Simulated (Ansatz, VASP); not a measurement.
# NiO: VASP beside Ansatz

INCAR

```
SYSTEM = NiO
ALGO = Normal ; EDIFF = 1E-6
ENCUT = 600 ; GGA = CA
GGA_COMPAT = .False. ; ISIF = 2
ISMEAR = -1 ; ISPIN = 2
ISYM = 0 ; LASPH = .True.
LCHARG = .True. ; LDAU = .True.
LDAUJ = 0 0 ; LDAUL = 2 -1
LDAUPRINT = 1 ; LDAUTYPE = 2
LDAUU = 6.2 0 ; LELF = .True.
LMAXMIX = 4 ; LORBIT = 11
LREAL = .False. ; LVHAR = .True.
LWAVE = .False. ; MAGMOM = 1.79 -1.79 0 0
NBANDS = 28 ; NELM = 200
PREC = Accurate ; SIGMA = 0.05
```

File KPOINTS:

```
k-points
0
Gamma
  5 9 9
  0 0 0
```

The input POSCAR:

```
NiO
1.0
    0.0000000000      4.2009600000      4.2009600000
    2.1004800000      0.0000000000      2.1004800000
    2.1004800000      2.1004800000      0.0000000000
Ni O
2 2
Direct
    0.0000000000      0.0000000000      0.0000000000
    0.5000000000      0.0000000000      0.0000000000
    0.2500000000      0.5000000000      0.5000000000
    0.7500000000      0.5000000000      0.5000000000
```

Input for Ansatz:

```yaml
crystal:
  lattice:
    - [0.0, 4.20096, 4.20096]
    - [2.10048, 0.0, 2.10048]
    - [2.10048, 2.10048, 0.0]
  atoms:
    - { symbol: Ni, position: [0.0, 0.0, 0.0], spin: 2.0 }
    - { symbol: Ni, position: [0.5, 0.0, 0.0], spin: -2.0 }
    - { symbol: O, position: [0.25, 0.5, 0.5] }
    - { symbol: O, position: [0.75, 0.5, 0.5] }
  symmetry: { detect: false, time_reversal: true }
magnetization:
  spin_polarized: true
hamiltonian:
  xc: lda
  pseudopotentials: { kind: paw }
  hubbard:
    sites:
      - { site: 0, l: d, u_eff: 6.2, starting_ns: [{ spin: up, occupation_matrix: s0up }, { spin: down, occupation_matrix: s0down }] }
      - { site: 1, l: d, u_eff: 6.2, starting_ns: [{ spin: up, occupation_matrix: s1up }, { spin: down, occupation_matrix: s1down }] }
    occupation_matrices:
      s0up:
        matrix:
          - [0.999999, 0.0, 0.0, 0.0, 0.0]
          - [0.0, 0.999999, 0.0, 0.0, 0.0]
          - [0.0, 0.0, 0.999999, 0.0, 0.0]
          - [0.0, 0.0, 0.0, 0.999999, 0.0]
          - [0.0, 0.0, 0.0, 0.0, 0.999999]
      s0down:
        matrix:
          - [0.241898, 0.133037, 0.043109, 0.321688, 0.245646]
          - [0.133037, 0.138925, -0.224097, 0.181758, 0.136638]
          - [0.043109, -0.224097, 0.94158, 0.043279, 0.032491]
          - [0.321688, 0.181758, 0.043279, 0.79576, -0.155347]
          - [0.245646, 0.136638, 0.032491, -0.155347, 0.881836]
      s1down:
        matrix:
          - [0.999999, 0.0, 0.0, 0.0, 0.0]
          - [0.0, 0.999999, 0.0, 0.0, 0.0]
          - [0.0, 0.0, 0.999999, 0.0, 0.0]
          - [0.0, 0.0, 0.0, 0.999999, 0.0]
          - [0.0, 0.0, 0.0, 0.0, 0.999999]
      s1up:
        matrix:
          - [0.931121, 0.087207, 0.175161, 0.093805, 0.130567]
          - [0.087207, 0.800863, -0.173698, -0.348822, -0.005265]
          - [0.175161, -0.173698, 0.528503, -0.113898, -0.418762]
          - [0.093805, -0.348822, -0.113898, 0.275725, 0.237173]
          - [0.130567, -0.005265, -0.418762, 0.237173, 0.463787]
basis:
  ecutwfc: 420
kpoints:
  mp_grid: { grid: [5, 9, 9] }
scf:
  occupations: { method: fermi_dirac, width: 0.05 }
  lower_state_search: "off"
  max_iter: 200
output:
  forces: true
  stress: true
```

Alike in both runs: task single point; functional LDA; k mesh 5 × 9 × 9; occupations fermi-dirac, width 0.05 eV; collinear spin; Hubbard terms Ni d U = 6.2 eV.

|  | VASP | Ansatz |
| --- | --- | --- |
| version | VASP 6.6.1 | Ansatz 0.2.0 |
| potentials or method | VASP PAW LDA potentials, release 64 (Ni, O), cutoff 600 eV | PAW, plane waves, scalar-relativistic |
| valence electrons in the cell | 32 | 48 |

VASP gave:

```
pressure (GPa)                                                : -21.7
traceless stress, the component that is largest in VASP (GPa) : -0.09
net moment per atom (μB)                                      : 0.00
size of the moment on the site where the two differ most (μB) : 1.69
```

Q: Estimate Ansatz's values.

A: Pressure (GPa): -11.8; traceless stress, the component that is largest in VASP (GPa): -0.12; net moment per atom (μB): 0.00; size of the moment on the site where the two differ most (μB): 1.62.

LDA's correlation is that of Perdew and Zunger in VASP and of Perdew and Wang (1992) in Ansatz. Site moments also hang on the region over which each program counts them. The programs project onto different local orbitals, so the same U acts differently, and such runs can settle in different states. VASP's potentials hold 32 valence electrons a cell and Ansatz's 48, so a difference there can come from the potentials and not from the codes. Ansatz's warnings: specified occupation not kept.
